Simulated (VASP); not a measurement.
Here is a VASP 6.6.1 calculation.

File INCAR:

```
SYSTEM = SrLiH3
PREC = Accurate
ENCUT = 520
EDIFF = 1E-7
ISMEAR = 0
SIGMA = 0.05
LREAL = .FALSE.
LASPH = .TRUE.
NELM = 80
ALGO = Normal
ISIF = 2
LWAVE = .FALSE.
LCHARG = .FALSE.
GGA = PE
NBANDS = 16
```

File KPOINTS:

```
Automatic mesh
0
G
  6 6 6
  0 0 0
```

The input POSCAR:

```
SrLiH3
1.0
    4.3992514500      0.0000000000      0.0000000000
    0.0000000000      4.3992514500      0.0000000000
    0.0000000000      0.0000000000      4.8623305500
Li Sr H
1 1 3
Direct
    0.0000000000      0.0000000000      0.0000000000
    0.5000000000      0.5000000000      0.5000000000
    0.0000000000      0.5000000000      0.5000000000
    0.5000000000      0.0000000000      0.5000000000
    0.5000000000      0.5000000000      0.0000000000
```

Potentials or basis: VASP PAW PBE potentials, release 64 (Li_sv, Sr_sv, H).

Command:

```bash
$ cat potpaw_PBE.64/Li_sv/POTCAR potpaw_PBE.64/Sr_sv/POTCAR potpaw_PBE.64/H/POTCAR > POTCAR
$ mpirun -np 1 vasp_std > vasp.out
```

Task: Predict the band gap on the k mesh.

Result: 1.47 eV (least direct gap 1.96 eV).

Caveat: the cell differs from its parent crystal (strain -0.050 along x and y, +0.050 along z). A k mesh can miss the band edges.
